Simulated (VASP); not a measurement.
Input of a VASP 6.6.1 run:

File INCAR:

```
  PREC = Accurate
  ENCUT = 520
  EDIFF = 1E-6
  ISMEAR = -1
  SIGMA = 0.05
  LREAL = False
  LASPH = True
  NELM = 150
  ALGO = Normal
  ISIF = 2
  LWAVE = False
  LCHARG = True
  ISPIN = 2
  MAGMOM = 1 1 1 1
  LORBIT = 11
  LMAXMIX = 4
  GGA = PE
  LELF = True
  LVHAR = True
  NBANDS = 32
```

Contents of KPOINTS:

```
regular mesh
0
Gamma
  17 17 5
```

The input POSCAR:

```
Pt
1.0
    2.7456350269      0.0000000000      0.0000000000
   -1.3728175135      2.3777896828      0.0000000000
    0.0000000000      0.0000000000      9.2304149868
Pt
4
Direct
    1.0000000000      0.0000000000      0.0000000000
    1.0000000000      0.0000000000      0.5000000000
    0.3333333333      0.6666666667      0.2500000000
    0.6666666667      0.3333333333      0.7500000000
```

Potentials or basis: VASP PAW PBE potentials, release 64 (Pt).

The run is started by

```bash
$ cat potpaw_PBE.64/Pt/POTCAR > POTCAR
$ mpirun -np 1 vasp_std > vasp.out
```

Question: Estimate the net moment.

Answer: 0.00 μB per cell.

Question: Predict the band gap on the k mesh.

Answer: Zero (filled and empty bands overlap).

Stress tensor (GPa, compression positive):
```
10.98  0.00  0.00
 0.00 10.98  0.00
 0.00  0.00  9.92
```

Caveat: the cell stands under pressure; spin-orbit coupling is left out, which moves the levels of the heavy elements.
